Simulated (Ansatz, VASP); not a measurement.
**One calculation of La2O3, two programs**

INCAR

```
ALGO = Normal ; EDIFF = 1E-6
ENCUT = 520 ; GGA = CA
ISIF = 2 ; ISMEAR = 0
LASPH = True ; LCHARG = False
LREAL = False ; LWAVE = False
NBANDS = 28 ; NELM = 80
PREC = Accurate ; SIGMA = 0.01
```

File KPOINTS:

```
k-points
0
Gamma
  6 6 6
```

Contents of POSCAR:

```
La2O3
1.0
    6.2667802800      0.0000000000      0.0000000000
   -3.1333901400      5.4271909200      0.0000000000
    0.0000000000      0.0000000000      3.2997660000
La O
2 3
Direct
    0.3333333304      0.6666666704      0.5000000000
    0.6666666696      0.3333333296      0.5000000000
    0.4919859996      0.4919859996      0.0000000000
    0.0000000000      0.5080140004      0.0000000000
    0.5080140005      0.0000000000      0.0000000000
```

Input for Ansatz:

```yaml
crystal:
  lattice:
    - [6.26678028, 0.0, 0.0]
    - [-3.13339014, 5.42719092, 0.0]
    - [0.0, 0.0, 3.299766]
  atoms:
    - { symbol: La, position: [0.3333333303887599, 0.6666666703518143, 0.5] }
    - { symbol: La, position: [0.6666666696112401, 0.3333333296481857, 0.5] }
    - { symbol: O, position: [0.4919859995924929, 0.4919859996375436, 0.0] }
    - { symbol: O, position: [-4.505069452072659e-11, 0.5080140003624564, 0.0] }
    - { symbol: O, position: [0.5080140004525577, 0.0, 0.0] }
basis:
  ecutwfc: 612.25619053473
kpoints:
  mp_grid:
    grid: [6, 6, 6]
hamiltonian:
  xc: lda
  pseudopotentials:
    kind: paw
scf:
  occupations:
    method: fixed
output:
  stress: true
```

Alike in both runs: task single point; functional LDA; k mesh 6 × 6 × 6; no spin polarisation.

|  | VASP | Ansatz |
| --- | --- | --- |
| version | VASP 6.6.1 | Ansatz 0.2.0 |
| potentials or method | VASP PAW LDA potentials, release 64 (La, O), cutoff 520 eV | plane waves, PAW |
| occupations | gaussian, width 0.01 eV | fixed |
| valence electrons in the cell | 40 | 40 |

Ansatz gave:

```
pressure (GPa)                                                : -3.2
traceless stress, the component that is largest in VASP (GPa) : -3.13
```

Question: Estimate VASP's values.

Answer: Pressure (GPa): -3.3; traceless stress, the component that is largest in VASP (GPa): -3.10.

LDA's correlation is that of Perdew and Zunger in VASP and of Perdew and Wang (1992) in Ansatz.

Spin-orbit coupling is off throughout.
